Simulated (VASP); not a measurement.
Be2Sb, 6 atoms in the cell. Symmetry: P4/nmm, No. 129, tetragonal system. The conventional cell has a = 3.707 Å, b = 3.707 Å, c = 5.656 Å, α = 90.00°, β = 90.00°, γ = 90.00°. Be (site symmetry -4m2) has 8 Be at 2.40 to 2.62 Å and 4 Sb at 2.51 Å within 3.2 Å. Be (site symmetry 4mm) has 4 Be at 2.40 Å and 6 Sb at 2.43 to 3.22 Å within 3.3 Å. Sb (site symmetry 4mm) has 10 Be at 2.43 to 3.22 Å within 3.3 Å. 

```yaml
Program: VASP 6.6.1
Task: single point
Functional: PBEsol
Potentials_or_basis: VASP PAW PBE potentials, release 64 (Be, Sb)
Cutoff: 520 eV
k_mesh: 9 × 9 × 6
Occupations: fermi-dirac, width 0.0317 eV
Spin: no spin polarisation
Dipole_correction: no
k_mesh_for_the_DOS: 14 × 14 × 9
Occupations_for_the_DOS: tetrahedron
Further_INCAR_settings: ALGO = Normal; EDIFF = 1e-06
```

Potentials or basis: VASP PAW PBE potentials, release 64 (Be, Sb).

The run is started by

```console
$ cat potpaw_PBE.64/Be/POTCAR potpaw_PBE.64/Sb/POTCAR > POTCAR
$ cp INCAR.step1 INCAR
$ cp KPOINTS.step1 KPOINTS
$ mpirun -np 1 vasp_std > vasp.out
$ cp INCAR.step2 INCAR
$ cp KPOINTS.step2 KPOINTS
$ mpirun -np 1 vasp_std > vasp.out
```

Hardware: 1 thread of Intel(R) Xeon(R) Platinum 8488C (Sapphire Rapids), on a shared host.

Q: Estimate the wall time of this run.

A: It took 81 s on 1 thread of Intel(R) Xeon(R) Platinum 8488C (Sapphire Rapids), with other jobs on the host, peak memory 0.31 GiB. Counts: k points 180.
